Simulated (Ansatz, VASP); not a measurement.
## One calculation of MgO, two programs

```
Mg O
1.0
     0.00000    2.10211    2.10211
     2.10211    0.00000    2.10211
     2.10211    2.10211    0.00000
Mg O
1 1
Direct
  0.00000 0.00000 0.00000
  0.50000 0.50000 0.50000
```

Alike in both runs: functional r2SCAN; k mesh 10 × 10 × 10; occupations gaussian, width 0.02 eV; no spin polarisation.

Ansatz relaxed the structure, and its values are those at the end. VASP's run is a single point on that final structure, the one shown.

```csv
,VASP,Ansatz
version,VASP 6.6.1,Ansatz 0.2.0
potentials or method,"VASP PAW PBE potentials, release 64 (Mg_sv, O), cutoff 750 eV","scalar-relativistic, plane waves, PAW"
valence electrons in the cell,16,16
```

Ansatz gave:

| Item | Value |
| --- | --- |
| gap on the k mesh at the Fermi level (eV) | 5.69 |
| least direct gap on the mesh (eV) | 5.69 |
| pressure (GPa) | 0.0 |

Question: Which values does VASP return?

Answer: gap on the k mesh at the Fermi level (eV): 5.70; least direct gap on the mesh (eV): 5.70; pressure (GPa): 0.0.

VASP's potentials were made for PBE, not for r2SCAN. The functional is the same, so the differences come from potentials, cutoffs and numerics.
